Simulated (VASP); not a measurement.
# LiCl (P6_3mc) in VASP: notebook

Runs on LiCl. Level: r2SCAN. Tasks: single point.

Everything below comes from runs of VASP 6.6.1. Logs are shortened: lines on timing, memory, paths and dates and some standing lists are left out, and cuts for length are marked.

## Step 1: The cell of the first run

Symmetry: P6_3mc, No. 186, hexagonal system. Conventional cell: a = 3.894 Å, b = 3.894 Å, c = 6.226 Å, α = 90.00°, β = 90.00°, γ = 120.00°. Li (site symmetry 3m) has 4 Cl at 2.37 Å within 3.1 Å. Within 3.1 Å of Cl (site symmetry 3m) lie 4 Li at 2.37 Å.

## Step 2: Single point, r2SCAN

Input file POSCAR:

```
LiCl
1.0
    3.8937404213      0.0000000000      0.0000000000
   -1.9468702107      3.3720781205      0.0000000000
    0.0000000000      0.0000000000      6.2258773919
Li Cl
2 2
Direct
    0.6666666667      0.3333333333      0.8780761529
    0.3333333333      0.6666666667      0.3780761529
    0.6666666667      0.3333333333      0.4969248471
    0.3333333333      0.6666666667      0.9969248471
```

Input file INCAR.step1:

```
PREC = Accurate ; ENCUT = 520
ISMEAR = 0 ; SIGMA = 0.01
LREAL = F ; LASPH = T
NELM = 100 ; NBANDS = 18
GGA = PE ; ALGO = Normal
EDIFF = 1E-4 ; LWAVE = T
LCHARG = F
```

Input file INCAR.step2:

```
PREC = Accurate ; ENCUT = 520
EDIFF = 1E-7 ; ISMEAR = 0
SIGMA = 0.01 ; LREAL = F
LASPH = T ; NELM = 100
ALGO = Normal ; ISIF = 2
LWAVE = F ; LCHARG = T
METAGGA = R2SCAN ; LMIXTAU = T
LELF = T ; LVHAR = T
NBANDS = 18 ; ISTART = 1
```

Input file KPOINTS:

```
Automatic mesh
0
Gamma
  6 6 2
```

Potentials or basis: VASP PAW PBE potentials, release 64 (Li_sv, Cl).

Started as:

```bash
$ cat potpaw_PBE.64/Li_sv/POTCAR potpaw_PBE.64/Cl/POTCAR > POTCAR
$ cp INCAR.step1 INCAR
$ mpirun -np 1 vasp_std > vasp.out
$ cp INCAR.step2 INCAR
$ mpirun -np 1 vasp_std > vasp.out
```

OUTCAR:

```text
PREC = Accurate
   ENCUT = 520
   EDIFF = 1E-7
   ISMEAR = 0
   LREAL = F
   LASPH = T
   NELM = 100
   ISIF = 2
   METAGGA = R2SCAN
   ISTART = 1

 ion  position               nearest neighbor table
   1  0.667  0.333  0.878-   4 2.37   4 2.37   4 2.37   3 2.37
   2  0.333  0.667  0.378-   3 2.37   3 2.37   3 2.37   4 2.37
   3  0.667  0.333  0.497-   2 2.37   2 2.37   2 2.37   1 2.37
   4  0.333  0.667  0.997-   1 2.37   1 2.37   1 2.37   2 2.37

  LATTYP: Found a hexagonal cell.
 ALAT       =     3.8937404213
 C/A-ratio  =     1.5989451577

  Lattice vectors:

 A1 = (   3.8937404213,   0.0000000000,   0.0000000000)
 A2 = (  -1.9468702107,   3.3720781205,   0.0000000000)
 A3 = (   0.0000000000,   0.0000000000,   6.2258773919)

Analysis of symmetry for initial positions (statically):
=====================================================================
 Subroutine PRICEL returns:
 Original cell was already a primitive cell.

 Routine SETGRP: Setting up the symmetry group for a
 hexagonal supercell.

 Subroutine GETGRP returns: Found 12 space group operations
 (whereof  6 operations were pure point group operations)
 out of a pool of 24 trial point group operations.

The static configuration has the point symmetry C_3v.
 The point group associated with its full space group is C_6v.

Analysis of symmetry for dynamics (positions and initial velocities):
=====================================================================
 Subroutine PRICEL returns:
 Original cell was already a primitive cell.

 Routine SETGRP: Setting up the symmetry group for a
 hexagonal supercell.

 Subroutine GETGRP returns: Found 12 space group operations
 (whereof  6 operations were pure point group operations)
 out of a pool of 24 trial point group operations.

The dynamic configuration has the point symmetry C_3v.
 The point group associated with its full space group is C_6v.

 Subroutine INISYM returns: Found 12 space group operations
 (whereof  6 operations are pure point group operations),
 and found     1 'primitive' translations

----------------------------------------------------------------------------------------

                                     Primitive cell

  volume of cell :      81.7458

  direct lattice vectors                    reciprocal lattice vectors
     3.893740421  0.000000000  0.000000000     0.256822462  0.148276517  0.000000000
    -1.946870211  3.372078120  0.000000000     0.000000000  0.296553035  0.000000000
     0.000000000  0.000000000  6.225877392     0.000000000  0.000000000  0.160619931

  length of vectors
     3.893740421  3.893740421  6.225877392     0.296553035  0.296553035  0.160619931

  position of ions in fractional coordinates (direct lattice)
     0.666666667  0.333333333  0.878076153
     0.333333333  0.666666667  0.378076153
     0.666666667  0.333333333  0.496924847
     0.333333333  0.666666667  0.996924847

  ion indices of the primitive-cell ions
   primitive index   ion index
                 1           1
                 2           2
                 3           3
                 4           4

----------------------------------------------------------------------------------------

 KPOINTS: Automatic mesh

Automatic generation of k-mesh.
 Grid dimensions read from file:
 generate k-points for:    6    6    2

 Generating k-lattice:

  Cartesian coordinates                     Fractional coordinates (reciprocal lattice)
     0.042803744  0.024712753  0.000000000     0.166666667 -0.000000000  0.000000000
     0.000000000  0.049425506  0.000000000     0.000000000  0.166666667  0.000000000
     0.000000000  0.000000000  0.080309966     0.000000000  0.000000000  0.500000000

  Length of vectors
     0.049425506  0.049425506  0.080309966

  Shift w.r.t. Gamma in fractional coordinates (k-lattice)
     0.000000000  0.000000000  0.000000000

 Subroutine IBZKPT returns following result:
 ===========================================

 Found     14 irreducible k-points:

 Following reciprocal coordinates:
            Coordinates               Weight
  0.000000  0.000000  0.000000      1.000000
  0.166667  0.000000  0.000000      6.000000
  0.333333 -0.000000  0.000000      6.000000
  0.500000  0.000000  0.000000      3.000000
  0.166667  0.166667  0.000000      6.000000
  0.333333  0.166667  0.000000     12.000000
  0.333333  0.333333  0.000000      2.000000
  0.000000  0.000000  0.500000      1.000000
  0.166667  0.000000  0.500000      6.000000
  0.333333 -0.000000  0.500000      6.000000
  0.500000  0.000000  0.500000      3.000000
  0.166667  0.166667  0.500000      6.000000
  0.333333  0.166667  0.500000     12.000000
  0.333333  0.333333  0.500000      2.000000
   k-points           NKPTS =     14   k-points in BZ     NKDIM =     14   number of bands    NBANDS=     18
   number of dos      NEDOS =    301   number of ions     NIONS =      4
   total plane-waves  NPLWV =  43200
   dimension x,y,z NGX =    30 NGY =   30 NGZ =   48
   dimension x,y,z NGXF=    60 NGYF=   60 NGZF=   96
   ions per type =               2   2
   NGX,Y,Z   is equivalent  to a cutoff of  12.81, 12.81, 12.82 a.u.
   NGXF,Y,Z  is equivalent  to a cutoff of  25.62, 25.62, 25.63 a.u.
 SYSTEM =  unknown system
   PREC   = accura    normal or accurate (medium, high low for compatibility)
   ISTART =      1    job   : 0-new  1-cont  2-samecut
   ICHARG =      0    charge: 1-file 2-atom 10-const
   ISPIN  =      1    spin polarized calculation?
   LNONCOLLINEAR =      F non collinear calculations
   LSORBIT =      F    spin-orbit coupling
   LASPH  =      T    aspherical Exc in radial PAW
   ENCUT  =  520.0 eV  38.22 Ry    6.18 a.u.   7.24  7.24 11.58*2*pi/ulx,y,z
   NELM   =    100;   NELMIN=  2; NELMDL=  0     # of ELM steps
   EDIFF  = 0.1E-06   stopping-criterion for ELM
   LREAL  =      F    real-space projection
   EDIFFG = 0.1E-05   stopping-criterion for IOM
   NSW    =      0    number of steps for IOM
   IBRION =     -1    ionic relax: 0-MD 1-quasi-New 2-CG
   NFREE  =      0    steps in history (QN), initial steepest desc. (CG)
   ISIF   =      2    stress and relaxation
   ISYM   =      2    0-nonsym 1-usesym 2-fastsym
   POTIM  = 0.5000    time-step for ionic-motion
   TEBEG  =    0.0;   TEEND  =   0.0 temperature during run
   PSTRESS=    0.0 pullay stress
   NELECT =      20.0000    total number of electrons
   NUPDOWN=      -1.0000    fix difference up-down
   EMIN   =  10.00;   EMAX   =-10.00  energy-range for DOS
   EFERMI =   0.00;   METHOD = LEGACY
   ISMEAR =     0;   SIGMA  =   0.01  broadening in eV -4-tet -1-fermi 0-gaus
   EFERMI_NEDOS =   21; number of points for ismear=-14 and -15
   IALGO  =     38    algorithm
   IMIX   =      4    mixing-type and parameters
     AMIX     =   0.40;   BMIX     =  1.00
     AMIX_MAG =   1.60;   BMIX_MAG =  1.00
  volume/ion in A,a.u.               =      20.44       137.91
  Fermi-wavevector in a.u.,A,eV,Ry     =   1.023913  1.934915 14.264321  1.048398
  Thomas-Fermi vector in A             =   2.157672
   LORBIT       =      0    0 simple, 1 ext, 2 COOP (PROOUT), +10 PAW based schemes
   METAGGA = R2SCAN    functional components
   LHFCALC =     F    Hartree Fock is set to
   AEXX    =    0.0000 exact exchange contribution
   IVDW    =     0    specifies the selected vdW correction
   LEPSILON=     F    determine dielectric tensor
   LRPA    =     F    only Hartree local field effects (RPA)
 non-spin polarized calculation
 Gauss-broadening in eV      SIGMA  =   0.01
  energy-cutoff  :      520.00
  volume of cell :       81.75
 maximum number of plane-waves:      2244
 NGX is ok and might be reduce to    30
   NGX = 15   NGY = 15   NGZ = 23

 number of electron      19.9999998 magnetization

 Free energy of the ion-electron system (eV)
  ---------------------------------------------------
  ext. energy  EPLUGINS =         0.00000000
  ---------------------------------------------------
  free energy    TOTEN  =       -25.17432183 eV

  energy without entropy =      -25.17432183  energy(sigma->0) =      -25.17432183

 E-fermi :  -1.3180     XC(G=0):  -8.1511

 val. band max:       -1.5101548382   @ k =   0.0000   0.0000   0.0000
 cond. band min:       5.2303828446   @ k =   0.0000   0.0000   0.0000
 fundamental gap:      6.7405376827
 Fermi energy:        -1.3179778576

 k-point     1 :       0.0000    0.0000    0.0000
  band No.  band energies     occupation
      1     -45.6997      2.00000
      2     -45.6982      2.00000
      3     -14.8721      2.00000
      4     -14.5428      2.00000
      5      -3.6378      2.00000
      6      -1.9327      2.00000
[... 10 lines left out ...]
     17      10.2915      0.00000
     18      10.3227      0.00000

 k-point     2 :       0.1667    0.0000    0.0000
  band No.  band energies     occupation
      1     -45.6995      2.00000
      2     -45.6980      2.00000
      3     -14.8102      2.00000
      4     -14.5176      2.00000
      5      -3.4937      2.00000
      6      -2.3193      2.00000
[... 10 lines left out ...]
     17      10.4796      0.00000
     18      10.8550      0.00000

 k-point     3 :       0.3333   -0.0000    0.0000
  band No.  band energies     occupation
      1     -45.6987      2.00000
      2     -45.6977      2.00000
      3     -14.6697      2.00000
      4     -14.4780      2.00000
      5      -3.2472      2.00000
      6      -2.9179      2.00000
[... 10 lines left out ...]
     17      11.0414      0.00000
     18      12.0414      0.00000

 k-point     4 :       0.5000    0.0000    0.0000
  band No.  band energies     occupation
      1     -45.6982      2.00000
      2     -45.6977      2.00000
      3     -14.5786      2.00000
      4     -14.4761      2.00000
      5      -3.4677      2.00000
      6      -2.9408      2.00000
[... 10 lines left out ...]
     17      11.3140      0.00000
     18      12.8836      0.00000

 k-point     5 :       0.1667    0.1667    0.0000
  band No.  band energies     occupation
      1     -45.6989      2.00000
      2     -45.6978      2.00000
      3     -14.7082      2.00000
      4     -14.4853      2.00000
      5      -3.2462      2.00000
      6      -2.7718      2.00000
[... 10 lines left out ...]
     17      10.9010      0.00000
     18      11.3261      0.00000

 k-point     6 :       0.3333    0.1667    0.0000
  band No.  band energies     occupation
      1     -45.6982      2.00000
      2     -45.6977      2.00000
      3     -14.5818      2.00000
      4     -14.4730      2.00000
      5      -3.3366      2.00000
      6      -2.9198      2.00000
[... 10 lines left out ...]
     17      11.1979      0.00000
     18      12.0730      0.00000

 k-point     7 :       0.3333    0.3333    0.0000
  band No.  band energies     occupation
      1     -45.6978      2.00000
      2     -45.6978      2.00000
      3     -14.5037      2.00000
      4     -14.5037      2.00000
      5      -3.3802      2.00000
      6      -2.7541      2.00000
[... 10 lines left out ...]
     17      11.6202      0.00000
     18      11.9676      0.00000

 k-point     8 :       0.0000    0.0000    0.5000
  band No.  band energies     occupation
      1     -45.6989      2.00000
      2     -45.6989      2.00000
      3     -14.7140      2.00000
      4     -14.7140      2.00000
      5      -2.6805      2.00000
      6      -2.6805      2.00000
[... 10 lines left out ...]
     17       9.6312      0.00000
     18       9.6312      0.00000

 k-point     9 :       0.1667    0.0000    0.5000
  band No.  band energies     occupation
      1     -45.6987      2.00000
      2     -45.6987      2.00000
      3     -14.6691      2.00000
      4     -14.6691      2.00000
      5      -2.7527      2.00000
      6      -2.7527      2.00000
[... 10 lines left out ...]
     17      10.2856      0.00000
     18      10.2856      0.00000

 k-point    10 :       0.3333   -0.0000    0.5000
  band No.  band energies     occupation
      1     -45.6982      2.00000
      2     -45.6982      2.00000
      3     -14.5763      2.00000
      4     -14.5763      2.00000
      5      -3.1555      2.00000
      6      -3.1555      2.00000
[... 10 lines left out ...]
     17      10.9323      0.00000
     18      10.9323      0.00000

 k-point    11 :       0.5000    0.0000    0.5000
  band No.  band energies     occupation
      1     -45.6980      2.00000
      2     -45.6980      2.00000
      3     -14.5283      2.00000
      4     -14.5283      2.00000
      5      -3.4134      2.00000
      6      -3.4134      2.00000
[... 10 lines left out ...]
     17      11.2894      0.00000
     18      11.2894      0.00000

 k-point    12 :       0.1667    0.1667    0.5000
  band No.  band energies     occupation
      1     -45.6983      2.00000
      2     -45.6983      2.00000
      3     -14.5999      2.00000
      4     -14.5999      2.00000
      5      -2.9809      2.00000
      6      -2.9809      2.00000
[... 10 lines left out ...]
     17      10.8764      0.00000
     18      10.8764      0.00000

 k-point    13 :       0.3333    0.1667    0.5000
  band No.  band energies     occupation
      1     -45.6980      2.00000
      2     -45.6980      2.00000
      3     -14.5284      2.00000
      4     -14.5284      2.00000
      5      -3.2641      2.00000
      6      -3.2641      2.00000
[... 10 lines left out ...]
     17      11.6594      0.00000
     18      11.6594      0.00000

 k-point    14 :       0.3333    0.3333    0.5000
  band No.  band energies     occupation
      1     -45.6979      2.00000
      2     -45.6979      2.00000
      3     -14.5040      2.00000
      4     -14.5040      2.00000
      5      -3.0563      2.00000
      6      -3.0563      2.00000
[... 10 lines left out ...]
     17      11.6849      0.00000
     18      11.6849      0.00000

------------------------ aborting loop because EDIFF is reached ----------------------------------------

  FORCE on cell =-STRESS in cart. coord.  units (eV):
  Direction    XX          YY          ZZ          XY          YZ          ZX
  --------------------------------------------------------------------------------------
  -------------------------------------------------------------------------------------
  Total       -0.1245380     -0.1245380     -0.1488623      0.0000000     -0.0000000      0.0000000
  in kB       -2.4408851     -2.4408851     -2.9176289      0.0000000     -0.0000000      0.0000000
  external PRESSURE =      -2.5997997 kB  Pullay stress =       0.0000000 kB

 VOLUME and BASIS-vectors are now :
 -----------------------------------------------------------------------------
  energy-cutoff  :      520.00
  volume of cell :       81.75
      direct lattice vectors                 reciprocal lattice vectors
     3.893740421  0.000000000  0.000000000     0.256822462  0.148276517  0.000000000
    -1.946870211  3.372078120  0.000000000     0.000000000  0.296553035  0.000000000
     0.000000000  0.000000000  6.225877392     0.000000000  0.000000000  0.160619931

 POSITION                                       TOTAL-FORCE (eV/Angst)
 -----------------------------------------------------------------------------------
      1.94687      1.12403      5.46679         0.000000      0.000000     -0.003992
     -0.00000      2.24805      2.35386        -0.000000     -0.000000     -0.003992
      1.94687      1.12403      3.09379         0.000000     -0.000000      0.003992
     -0.00000      2.24805      6.20673        -0.000000      0.000000      0.003992
 -----------------------------------------------------------------------------------
    total drift:                                0.000000      0.000000     -0.012132

  FREE ENERGIE OF THE ION-ELECTRON SYSTEM (eV)
  ---------------------------------------------------
  free  energy   TOTEN  =       -25.1743218288 eV

  energy  without entropy=      -25.1743218288  energy(sigma->0) =      -25.17432183
```

Run time: 2.7 min. Hardware: 1 thread of Intel Xeon 8259CL, shared host; peak memory 0.21 GiB.

What came out:

| Quantity | Value |
| --- | --- |
| Free energy | -25.1743 eV |
| Largest force | 0.004 eV/Å |
| Band gap on the k mesh | 6.74 eV |

Forces on the atoms (eV/Å):
```
Li   0.000  0.000 -0.004
Li   0.000  0.000 -0.004
Cl   0.000  0.000  0.004
Cl   0.000  0.000  0.004
```

Caveat: the k points lie up to 0.50 Å⁻¹ apart; the cutoff is under 1.25 times the usual one of these potentials, so pressure, stress and relaxed cells hold a basis-set (Pulay) error; the PAW data sets were made with another functional, which shifts forces and pressure a little.

## Step 3: Single point, r2SCAN

POSCAR is that of step 2.

Input file INCAR.step1:

```
  PREC = Accurate
  ENCUT = 520
  ISMEAR = 0
  SIGMA = 0.01
  LREAL = False
  LASPH = True
  NELM = 80
  NBANDS = 18
  GGA = PE
  ALGO = Normal
  EDIFF = 1E-4
  LWAVE = True
  LCHARG = False
```

Input file INCAR.step2:

```
  PREC = Accurate
  ENCUT = 520
  EDIFF = 1E-6
  ISMEAR = 0
  SIGMA = 0.01
  LREAL = False
  LASPH = True
  NELM = 80
  ALGO = Normal
  ISIF = 2
  LWAVE = False
  LCHARG = False
  METAGGA = R2SCAN
  LMIXTAU = True
  NBANDS = 18
  ISTART = 1
```

Input file KPOINTS:

```
Automatic mesh
0
Gamma
  6 6 4
```

Potentials or basis: VASP PAW PBE potentials, release 64 (Li_sv, Cl).

Started as:

```bash
$ cat potpaw_PBE.64/Li_sv/POTCAR potpaw_PBE.64/Cl/POTCAR > POTCAR
$ cp INCAR.step1 INCAR
$ mpirun -np 1 vasp_std > vasp.out
$ cp INCAR.step2 INCAR
$ mpirun -np 1 vasp_std > vasp.out
```

Wall time 2.9 min (1 thread of Intel Xeon 8259CL, shared host); peak memory 0.21 GiB.

It converged, with:

```yaml
Free_energy: -25.1743 eV
Largest_force: 0.004 eV/Å
Band_gap_on_the_k_mesh: 6.74 eV
```

Forces on the atoms (eV/Å):
```
Li   0.000  0.000 -0.004
Li   0.000  0.000 -0.004
Cl   0.000  0.000  0.004
Cl   0.000  0.000  0.004
```

Levels at points of the mesh, in eV from the valence-band top:
```csv
k point,band 8,band 9,band 10,band 11,band 12,band 13
"(0.00, 0.00, 0.00)",-0.09,-0.09,0.00,6.74,9.07,10.80
"(0.50, 0.00, 0.00)",-0.96,-0.61,-0.36,8.46,8.61,9.96
"(0.00, 0.00, 0.50)",-0.26,-0.26,-0.26,8.07,8.07,11.00
"(0.50, 0.00, 0.50)",-0.68,-0.61,-0.61,8.03,8.03,10.70
```

Caveat: the cutoff is under 1.25 times the usual one of these potentials, so pressure, stress and relaxed cells hold a basis-set (Pulay) error; the PAW data sets were made with another functional, which shifts forces and pressure a little. A k mesh can miss the band edges.
